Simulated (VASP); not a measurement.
Here is a VASP 6.6.1 calculation.

The input INCAR:

```
SYSTEM = Zn4HO4
ALGO = Normal
EDIFF = 1E-6
ENCUT = 520
GGA = PS
ISIF = 2
ISMEAR = 0
LASPH = .True.
LCHARG = .False.
LREAL = .False.
LWAVE = .False.
NBANDS = 46
NELM = 80
PREC = Accurate
SIGMA = 0.05
```

Contents of KPOINTS:

```
k-points
0
Gamma
  4 4 8
  0 0 0
```

File POSCAR:

```
Zn4HO4
1.0
    5.5148137916      0.0000000000      0.0000000000
    0.0000000000      5.5148137916      0.0000000000
    0.0000000000      0.0000000000      3.2430062931
Zn O H
4 4 1
Direct
    0.1820657240      0.1820657240      0.5000000000
    0.8179342760      0.8179342760      0.5000000000
    0.6820657240      0.3179342760      0.0000000000
    0.3179342760      0.6820657240      0.0000000000
    0.8180023132      0.1819976868      0.5000000000
    0.1819976868      0.8180023132      0.5000000000
    0.6819976868      0.6819976868      0.0000000000
    0.3180023132      0.3180023132      0.0000000000
    1.0000405349     -0.7180023132      0.5000000000
```

Potentials or basis: VASP PAW PBE potentials, release 64 (Zn, O, H).

Launch:

```sh
$ cat potpaw_PBE.64/Zn/POTCAR potpaw_PBE.64/O/POTCAR potpaw_PBE.64/H/POTCAR > POTCAR
$ mpirun -np 1 vasp_std > vasp.out
```

Q: What does it give for the band gap on the k mesh?

A: Zero (an odd number of electrons rules out a gap without spin polarisation).

Q: What does it give for the pressure?

A: 17.5 GPa.

Forces in eV/Å, atoms in the order of the input:
```
Zn   13.593  -7.022   0.000
Zn    0.105  -0.896   0.000
Zn   -1.039   0.789   0.000
Zn   -0.053   0.004   0.000
O    -1.643  -0.189   0.000
O    -0.023   0.489   0.000
O     0.042  -0.037   0.000
O     0.494  -0.168   0.000
H   -11.475   7.031   0.000
```

Caveat: the PAW data sets were made with another functional, which shifts forces and pressure a little; an odd number of electrons without spin polarisation forces a metal; a magnetic or distorted state may lie lower.
